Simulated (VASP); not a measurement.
# HfB (Fm-3m) in VASP: further runs

The runs below take HfB through relaxation of cell and atoms, with PBE0, PBEsol-based global hybrid with 25 % exact exchange, r2SCAN+U.

All numbers are computed with VASP 6.6.1; they aren't measurements. Logs are shortened: lines on timing, memory, paths and dates and some standing lists are left out, and cuts for length are marked.

### Step 1. The cell of the first run

Symmetry: Fm-3m, No. 225, cubic system. Conventional cell: a = 4.620 Å, b = 4.620 Å, c = 4.620 Å, α = 90.00°, β = 90.00°, γ = 90.00°. Within 3.1 Å of Hf (site symmetry m-3m) lie 6 B at 2.31 Å. Within 3.1 Å of B (site symmetry m-3m) lie 6 Hf at 2.31 Å.

### Step 2. Relaxation of cell and atoms, PBE0

File POSCAR:

```
HfB
1.0
    0.0000000000      2.3100000000      2.3100000000
    2.3100000000      0.0000000000      2.3100000000
    2.3100000000      2.3100000000      0.0000000000
Hf B
1 1
Direct
    0.5000000000      0.5000000000      0.5000000000
    0.0000000000      0.0000000000      0.0000000000
```

File INCAR.step1:

```
SYSTEM = HfB
ALGO = Normal
EDIFF = 1E-5
ENCUT = 600
GGA = PE
ISMEAR = -1
LASPH = .TRUE.
LCHARG = .FALSE.
LREAL = .FALSE.
LWAVE = .TRUE.
NBANDS = 14
NELM = 60
PREC = Accurate
SIGMA = 0.05
```

File INCAR.step2:

```
SYSTEM = HfB
AEXX = 0.25
ALGO = Normal
EDIFF = 1E-6
EDIFFG = -0.01
ENCUT = 600
GGA = PE
IBRION = 2
ISIF = 3
ISMEAR = -1
ISTART = 1
LASPH = .TRUE.
LCHARG = .FALSE.
LHFCALC = .TRUE.
LREAL = .FALSE.
LWAVE = .FALSE.
NELM = 60
NSW = 60
PREC = Accurate
PRECFOCK = Normal
SIGMA = 0.05
```

File KPOINTS:

```
k-points
0
G
  5 5 5
  0 0 0
```

Potentials or basis: VASP PAW PBE potentials, release 64 (Hf_pv, B).

Run with:

```
$ cat potpaw_PBE.64/Hf_pv/POTCAR potpaw_PBE.64/B/POTCAR > POTCAR
$ cp INCAR.step1 INCAR
$ mpirun -np 1 vasp_std > vasp.out
$ cp INCAR.step2 INCAR
$ mpirun -np 1 vasp_std > vasp.out
```

OUTCAR:

```text
SYSTEM = HfB
   AEXX = 0.25
   EDIFF = 1E-6
   EDIFFG = -0.01
   ENCUT = 600
   GGA = PE
   IBRION = 2
   ISIF = 3
   ISMEAR = -1
   ISTART = 1
   LASPH = .TRUE.
   LHFCALC = .TRUE.
   LREAL = .FALSE.
   NELM = 60
   NSW = 60
   PREC = Accurate
   PRECFOCK = Normal

 ion  position               nearest neighbor table
   1  0.500  0.500  0.500-   2 2.31   2 2.31   2 2.31   2 2.31   2 2.31   2 2.31
   2  0.000  0.000  0.000-   1 2.31   1 2.31   1 2.31   1 2.31   1 2.31   1 2.31

  LATTYP: Found a face centered cubic cell.
 ALAT       =     4.6200000000

  Lattice vectors:

 A1 = (   0.0000000000,   2.3100000000,   2.3100000000)
 A2 = (   2.3100000000,   0.0000000000,   2.3100000000)
 A3 = (   2.3100000000,   2.3100000000,   0.0000000000)

Analysis of symmetry for initial positions (statically):
=====================================================================
 Subroutine PRICEL returns:
 Original cell was already a primitive cell.

 Routine SETGRP: Setting up the symmetry group for a
 face centered cubic supercell.

 Subroutine GETGRP returns: Found 48 space group operations
 (whereof 48 operations were pure point group operations)
 out of a pool of 48 trial point group operations.

The static configuration has the point symmetry O_h .

Analysis of symmetry for dynamics (positions and initial velocities):
=====================================================================
 Subroutine PRICEL returns:
 Original cell was already a primitive cell.

 Routine SETGRP: Setting up the symmetry group for a
 face centered cubic supercell.

 Subroutine GETGRP returns: Found 48 space group operations
 (whereof 48 operations were pure point group operations)
 out of a pool of 48 trial point group operations.

The dynamic configuration has the point symmetry O_h .

 Subroutine INISYM returns: Found 48 space group operations
 (whereof 48 operations are pure point group operations),
 and found     1 'primitive' translations

----------------------------------------------------------------------------------------

                                     Primitive cell

  volume of cell :      24.6528

  direct lattice vectors                    reciprocal lattice vectors
     0.000000000  2.310000000  2.310000000    -0.216450216  0.216450216  0.216450216
     2.310000000  0.000000000  2.310000000     0.216450216 -0.216450216  0.216450216
     2.310000000  2.310000000  0.000000000     0.216450216  0.216450216 -0.216450216

  length of vectors
     3.266833329  3.266833329  3.266833329     0.374902772  0.374902772  0.374902772

  position of ions in fractional coordinates (direct lattice)
     0.500000000  0.500000000  0.500000000
     0.000000000  0.000000000  0.000000000

  ion indices of the primitive-cell ions
   primitive index   ion index
                 1           1
                 2           2

----------------------------------------------------------------------------------------

 KPOINTS: k-points

Automatic generation of k-mesh.
 Grid dimensions read from file:
 generate k-points for:    5    5    5

 Generating k-lattice:

  Cartesian coordinates                     Fractional coordinates (reciprocal lattice)
    -0.043290043  0.043290043  0.043290043     0.200000000  0.000000000  0.000000000
     0.043290043 -0.043290043  0.043290043     0.000000000  0.200000000  0.000000000
     0.043290043  0.043290043 -0.043290043     0.000000000  0.000000000  0.200000000

  Length of vectors
     0.074980554  0.074980554  0.074980554

  Shift w.r.t. Gamma in fractional coordinates (k-lattice)
     0.000000000  0.000000000  0.000000000

 Subroutine IBZKPT returns following result:
 ===========================================

 Found     10 irreducible k-points:

 Following reciprocal coordinates:
            Coordinates               Weight
  0.000000  0.000000  0.000000      1.000000
  0.200000  0.000000  0.000000      8.000000
  0.400000  0.000000  0.000000      8.000000
  0.200000  0.200000  0.000000      6.000000
  0.400000  0.200000  0.000000     24.000000
 -0.400000  0.200000  0.000000     24.000000
 -0.200000  0.200000  0.000000     12.000000
  0.400000  0.400000  0.000000      6.000000
 -0.400000  0.400000  0.000000     12.000000
 -0.400000  0.400000  0.200000     24.000000
   k-points           NKPTS =     10   k-points in BZ     NKDIM =    125   number of bands    NBANDS=     10
   number of dos      NEDOS =    301   number of ions     NIONS =      2
   total plane-waves  NPLWV =  21952
   dimension x,y,z NGX =    28 NGY =   28 NGZ =   28
   dimension x,y,z NGXF=    56 NGYF=   56 NGZF=   56
   ions per type =               1   1
   NGX,Y,Z   is equivalent  to a cutoff of  14.25, 14.25, 14.25 a.u.
   NGXF,Y,Z  is equivalent  to a cutoff of  28.50, 28.50, 28.50 a.u.
 SYSTEM =  HfB
   PREC   = accura    normal or accurate (medium, high low for compatibility)
   ISTART =      1    job   : 0-new  1-cont  2-samecut
   ICHARG =      0    charge: 1-file 2-atom 10-const
   ISPIN  =      1    spin polarized calculation?
   LNONCOLLINEAR =      F non collinear calculations
   LSORBIT =      F    spin-orbit coupling
   LASPH  =      T    aspherical Exc in radial PAW
   ENCUT  =  600.0 eV  44.10 Ry    6.64 a.u.   6.52  6.52  6.52*2*pi/ulx,y,z
   NELM   =     60;   NELMIN=  2; NELMDL=  0     # of ELM steps
   EDIFF  = 0.1E-05   stopping-criterion for ELM
   LREAL  =      F    real-space projection
   EDIFFG = -.1E-01   stopping-criterion for IOM
   NSW    =     60    number of steps for IOM
   IBRION =      2    ionic relax: 0-MD 1-quasi-New 2-CG
   NFREE  =      1    steps in history (QN), initial steepest desc. (CG)
   ISIF   =      3    stress and relaxation
   ISYM   =      3    0-nonsym 1-usesym 2-fastsym
   POTIM  = 0.5000    time-step for ionic-motion
   TEBEG  =    0.0;   TEEND  =   0.0 temperature during run
   PSTRESS=    0.0 pullay stress
   NELECT =      13.0000    total number of electrons
   NUPDOWN=      -1.0000    fix difference up-down
   EMIN   =  10.00;   EMAX   =-10.00  energy-range for DOS
   EFERMI =   0.00;   METHOD = LEGACY
   ISMEAR =    -1;   SIGMA  =   0.05  broadening in eV -4-tet -1-fermi 0-gaus
   EFERMI_NEDOS =   21; number of points for ismear=-14 and -15
   IALGO  =     38    algorithm
   IMIX   =      1    mixing-type and parameters
     AMIX     =   0.40;   BMIX     =  1.00
     AMIX_MAG =   1.60;   BMIX_MAG =  1.00
  volume/ion in A,a.u.               =      12.33        83.18
  Fermi-wavevector in a.u.,A,eV,Ry     =   1.322617  2.499383 23.800871  1.749315
  Thomas-Fermi vector in A             =   2.452285
   LORBIT       =      0    0 simple, 1 ext, 2 COOP (PROOUT), +10 PAW based schemes
   GGA     = PE    functional components
   LHFCALC =     T    Hartree Fock is set to
   PRECFOCK=normal    Normal, Fast or Accurate (Low or Medium for compatibility)
   ENCUT4O =  -1.0   cutoff for four orbital integrals eV
   NKREDX  =     1    reduce k-point grid by
   NKREDY  =     1    reduce k-point grid by
   NKREDZ  =     1    reduce k-point grid by
   AEXX    =    0.2500 exact exchange contribution
   HFSCREEN=    0.0000 screening length (either q_TF or 0.3 A-1)
   HFSCREENC=   0.0000 screening length for correlation (either q_TF or 0.3 A-1)
   ENCUTFOCK=  -1.0 apply spherical cutoff to Coloumb kernel
   IVDW    =     0    specifies the selected vdW correction
   LEPSILON=     F    determine dielectric tensor
   LRPA    =     F    only Hartree local field effects (RPA)
 conjugate gradient relaxation of ions
 non-spin polarized calculation
  energy-cutoff  :      600.00
  volume of cell :       24.65
 maximum number of plane-waves:       869
 NGX is ok and might be reduce to    28
  NGX = 20; NGY = 20; NGZ = 20

--------------------------------------- Ionic step        1  -------------------------------------------

 number of electron      13.0000000 magnetization

 Free energy of the ion-electron system (eV)
  ---------------------------------------------------
  ext. energy  EPLUGINS =         0.00000000
  ---------------------------------------------------
  free energy    TOTEN  =       -20.65304697 eV

  energy without entropy =      -20.63988878  energy(sigma->0) =      -20.64646788

------------------------ aborting loop because EDIFF is reached ----------------------------------------

  FORCE on cell =-STRESS in cart. coord.  units (eV):
  Direction    XX          YY          ZZ          XY          YZ          ZX
  --------------------------------------------------------------------------------------
  -------------------------------------------------------------------------------------
  Total        4.4164968      4.4164968      4.4164968      0.0000000     -0.0000000     -0.0000000
  in kB      287.0268811    287.0268811    287.0268811      0.0000000     -0.0000000     -0.0000000
  external PRESSURE =     287.0268811 kB  Pullay stress =       0.0000000 kB
[... 89 lines left out ...]
  FREE ENERGIE OF THE ION-ELECTRON SYSTEM (eV)
  ---------------------------------------------------
  free  energy   TOTEN  =       -20.9149281208 eV

  energy  without entropy=      -20.9017698610  energy(sigma->0) =      -20.90834899

[... ionic steps 4 to 15 ...]

--------------------------------------- Ionic step       16  -------------------------------------------

 number of electron      13.0000000 magnetization

------------------------ aborting loop because EDIFF is reached ----------------------------------------

  FORCE on cell =-STRESS in cart. coord.  units (eV):
  Direction    XX          YY          ZZ          XY          YZ          ZX
  --------------------------------------------------------------------------------------
  -------------------------------------------------------------------------------------
  Total        0.0475733      0.0475733      0.0475733      0.0000000     -0.0000000      0.0000000
  in kB        2.7366082      2.7366082      2.7366082      0.0000000     -0.0000000      0.0000000
  external PRESSURE =       2.7366082 kB  Pullay stress =       0.0000000 kB
[... 57 lines left out ...]
  energy  without entropy=      -20.9022340481  energy(sigma->0) =      -20.90881317

--------------------------------------- Ionic step       18  -------------------------------------------

 number of electron      13.0000000 magnetization

 Free energy of the ion-electron system (eV)
  ---------------------------------------------------
  ext. energy  EPLUGINS =         0.00000000
  ---------------------------------------------------
  free energy    TOTEN  =       -20.91539757 eV

  energy without entropy =      -20.90223932  energy(sigma->0) =      -20.90881844

 E-fermi :   4.4147     XC(G=0):  -9.2270

 val. band max:        3.6146951868   @ k =   0.2000   0.0000   0.0000
 cond. band min:       4.4272429420   @ k =   0.4000   0.2000   0.0000
 fundamental gap:      0.8125477552
 Fermi energy:         4.4146770848

 k-point     1 :       0.0000    0.0000    0.0000
  band No.  band energies     occupation
      1     -27.3759      2.00000
      2     -27.3759      2.00000
      3     -27.3759      2.00000
      4      -6.8485      2.00000
      5       7.1711      0.00000
      6       7.1711      0.00000
      7       7.1711      0.00000
      8       8.6876      0.00000
      9       8.6876      0.00000
     10       8.6876      0.00000
[... 144 lines left out ...]
  FREE ENERGIE OF THE ION-ELECTRON SYSTEM (eV)
  ---------------------------------------------------
  free  energy   TOTEN  =       -20.9153975668 eV

  energy  without entropy=      -20.9022393177  energy(sigma->0) =      -20.90881844

 reached required accuracy - stopping structural energy minimisation
```

It took 54 min on 1 thread of AMD EPYC 7R13 (Zen 3), shared host; peak memory 0.17 GiB.

Results:

| Property | Result |
| --- | --- |
| Free energy | -20.9154 eV |
| Relaxed volume | 13.95 Å³/atom |
| Relaxed cell | a = 3.404 Å, b = 3.404 Å, c = 3.404 Å, α = 60.00°, β = 60.00°, γ = 60.00° |
| Space group after relaxing (to 0.1 Å) | Fm-3m (No. 225) |
| Energy gained by relaxing | 131.2 meV/atom |
| Ionic steps | 18 |
| Pressure after relaxing | 0.0 GPa |
| Band gap on the k mesh | zero (an odd number of electrons rules out a gap without spin polarisation) |

Step by step:
| step | energy change (eV) | largest force (eV/Å) | pressure (GPa) | volume (Å³) |
| --- | --- | --- | --- | --- |
| 1 | 0.0000 | 0.0000 | 28.70 | 24.65 |
| 2 | 0.2032 | 0.0000 | -23.32 | 33.40 |
| 3 | -0.2619 | 0.0000 | -1.02 | 28.04 |
| 4 | -0.2623 | 0.0000 | -0.14 | 27.90 |
| 5 | -0.2623 | 0.0000 | 0.31 | 27.83 |
| 6 | -0.2623 | 0.0000 | 0.35 | 27.83 |
| 7 | -0.2623 | 0.0000 | 0.36 | 27.84 |
| 8 | -0.2623 | 0.0000 | 0.33 | 27.84 |
| 9 | -0.2623 | 0.0000 | 0.33 | 27.84 |
| 10 | -0.2623 | 0.0000 | 0.32 | 27.84 |
| 11 | -0.2623 | 0.0000 | 0.32 | 27.84 |
| 12 | -0.2623 | 0.0000 | 0.32 | 27.84 |
| 13 | -0.2623 | 0.0000 | 0.32 | 27.84 |
| 14 | -0.2623 | 0.0000 | 0.32 | 27.84 |
| 15 | -0.2623 | 0.0000 | 0.32 | 27.85 |
| 16 | -0.2623 | 0.0000 | 0.27 | 27.85 |
| 17 | -0.2623 | 0.0000 | 0.17 | 27.87 |
| 18 | -0.2624 | 0.0000 | -0.02 | 27.90 |

Final structure:
```
CELL_PARAMETERS angstrom
0.00000 2.40716 2.40716
2.40716 0.00000 2.40716
2.40716 2.40716 0.00000
ATOMIC_POSITIONS crystal
Hf 0.50000 0.50000 0.50000
B 0.00000 0.00000 0.00000
```

Levels at points of the mesh, in eV from the Fermi level:
```csv
k point,band 3,band 4,band 5,band 6,band 7,band 8,band 9,band 10
"(0.00, 0.00, 0.00)",-31.79,-11.26,2.76,2.76,2.76,4.27,4.27,4.27
```

Caveat: the k points lie up to 0.45 Å⁻¹ apart in the final cell, too coarse for converged energies and pressures of a metal; the PAW data sets were made with another functional, which shifts forces and pressure a little; spin-orbit coupling is left out, which moves the levels of the heavy elements. Zero-point motion and thermal expansion aren't in these numbers.

### Step 3. Relaxation of cell and atoms, PBEsol-based global hybrid with 25 % exact exchange

POSCAR is that of step 2.

File INCAR.step1:

```
PREC = Accurate
ENCUT = 600
EDIFF = 1E-5
ISMEAR = -1
SIGMA = 0.05
LREAL = False
LASPH = True
NELM = 60
ALGO = Normal
LWAVE = True
LCHARG = False
GGA = PE
NBANDS = 14
```

File INCAR.step2:

```
PREC = Accurate
ENCUT = 600
EDIFF = 1E-6
ISMEAR = -1
SIGMA = 0.05
LREAL = False
LASPH = True
NELM = 60
ALGO = Normal
ISIF = 3
LWAVE = False
LCHARG = False
GGA = PS
LHFCALC = True
AEXX = 0.25
PRECFOCK = Normal
IBRION = 2
NSW = 60
EDIFFG = -0.01
ISTART = 1
```

File KPOINTS:

```
regular mesh
0
Gamma
  5 5 5
```

Potentials or basis: VASP PAW PBE potentials, release 64 (Hf_pv, B).

Run with:

```
$ cat potpaw_PBE.64/Hf_pv/POTCAR potpaw_PBE.64/B/POTCAR > POTCAR
$ cp INCAR.step1 INCAR
$ mpirun -np 1 vasp_std > vasp.out
$ cp INCAR.step2 INCAR
$ mpirun -np 1 vasp_std > vasp.out
```

It took 18 min on 1 thread of AMD EPYC 7R13 (Zen 3), shared host; peak memory 0.15 GiB.

It converged, with:

```
Free energy                           : -21.5458 eV
Relaxed volume                        : 13.69 Å³/atom
Relaxed cell                          : a = 3.383 Å, b = 3.383 Å, c = 3.383 Å, α = 60.00°, β = 60.00°, γ = 60.00°
Space group after relaxing (to 0.1 Å) : Fm-3m (No. 225)
Energy gained by relaxing             : 94.9 meV/atom
Ionic steps                           : 4
Pressure after relaxing               : -0.1 GPa
Band gap on the k mesh                : zero (an odd number of electrons rules out a gap without spin polarisation)
```

The path:
```
step  energy change (eV)  largest force (eV/Å)  pressure (GPa)  volume (Å³)
   1              0.0000                0.0000           24.36        24.65
   2              0.1668                0.0000          -21.88        31.96
   3             -0.1896                0.0000           -0.80        27.48
   4             -0.1899                0.0000           -0.09        27.37
```

Final structure:
```cif
data_structure
_symmetry_space_group_name_H-M 'P 1'
_symmetry_Int_Tables_number 1
_cell_length_a 3.3829
_cell_length_b 3.3829
_cell_length_c 3.3829
_cell_angle_alpha 60.000
_cell_angle_beta 60.000
_cell_angle_gamma 60.000
_cell_volume 27.37
loop_
_atom_site_label
_atom_site_type_symbol
_atom_site_fract_x
_atom_site_fract_y
_atom_site_fract_z
_atom_site_occupancy
Hf1 Hf 0.50000 0.50000 0.50000 1
B1 B 0.00000 0.00000 0.00000 1
```

Levels at points of the mesh, in eV from the Fermi level:
```
           k point  band 2  band 3  band 4  band 5  band 6  band 7  band 8  band 9  band 10
(0.00, 0.00, 0.00)  -31.67  -31.67  -11.32    2.73    2.73    2.73    4.36    4.36     4.36
```

Caveat: the k points lie up to 0.45 Å⁻¹ apart in the final cell, too coarse for converged energies and pressures of a metal; the PAW data sets were made with another functional, which shifts forces and pressure a little; spin-orbit coupling is left out, which moves the levels of the heavy elements. Zero-point motion and thermal expansion aren't in these numbers.

(Part 1 of 2 ends here.)

The gap in the log of VASP goes by the Fermi energy; the results here count the filled bands.